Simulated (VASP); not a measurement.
Write the native input for VASP 6.6.1 that does the following.

- Task: single point
- Functional: RPBE
- Potentials or basis: VASP PAW PBE potentials, release 64 (Hf_pv, O)
- Cutoff: 520 eV
- k mesh: 5 × 5 × 6
- Occupations: fermi-dirac, width 0.05 eV
- Spin: no spin polarisation
- Dipole correction: no
- Further INCAR settings: ALGO = Normal; EDIFF = 1e-06; NBANDS = 56

The structure of HfO2 lies in POSCAR:

```
HfO2
1.0
    5.1611929265      0.0000000000      0.0000000000
    0.0000000000      5.3333391334      0.0000000000
    0.0000000000      0.0000000000      5.0320634890
Hf O
4 8
Direct
    0.2500235912      0.7809702079      0.2736187726
    0.7500235912      0.7190297921      0.7263812274
    0.7499764088      0.2190297921      0.2736187726
    0.2499764088      0.2809702079      0.7263812274
    0.2500480563      0.1301593035      0.0922953786
    0.7500480563      0.3698406965      0.9077046214
    0.7499519437      0.8698406965      0.0922953786
    0.2499519437      0.6301593035      0.9077046214
    0.0000000000      0.5000000000      0.4503271883
    0.5000000000      0.0000000000      0.5496728117
    0.0000000000      0.0000000000      0.5496248412
    0.5000000000      0.5000000000      0.4503751588
```

These files were run (other wordings do the same):

INCAR

```
PREC = Accurate
ENCUT = 520
EDIFF = 1E-6
ISMEAR = -1
SIGMA = 0.05
LREAL = False
LASPH = True
NELM = 100
ALGO = Normal
ISIF = 2
LWAVE = False
LCHARG = True
GGA = RP
LELF = True
LVHAR = True
NBANDS = 56
```

KPOINTS

```
Automatic mesh
0
Gamma
  5 5 6
```

Potentials or basis: VASP PAW PBE potentials, release 64 (Hf_pv, O).

Command:

```console
$ cat potpaw_PBE.64/Hf_pv/POTCAR potpaw_PBE.64/O/POTCAR > POTCAR
$ mpirun -np 1 vasp_std > vasp.out
```

Results of the run:

| Property | Result |
| --- | --- |
| Pressure | -3.0 GPa |
| Largest force | 0.095 eV/Å |
| Band gap on the k mesh | 3.90 eV, indirect (least direct gap 4.07 eV) |

Caveat: the PAW data sets were made with another functional, which shifts forces and pressure a little; spin-orbit coupling is left out, which moves the levels of the heavy elements.

Wall time 5.8 min on 1 thread of Oxide Virtual Turin-like Processor, with other jobs on the host, peak memory 0.33 GiB.
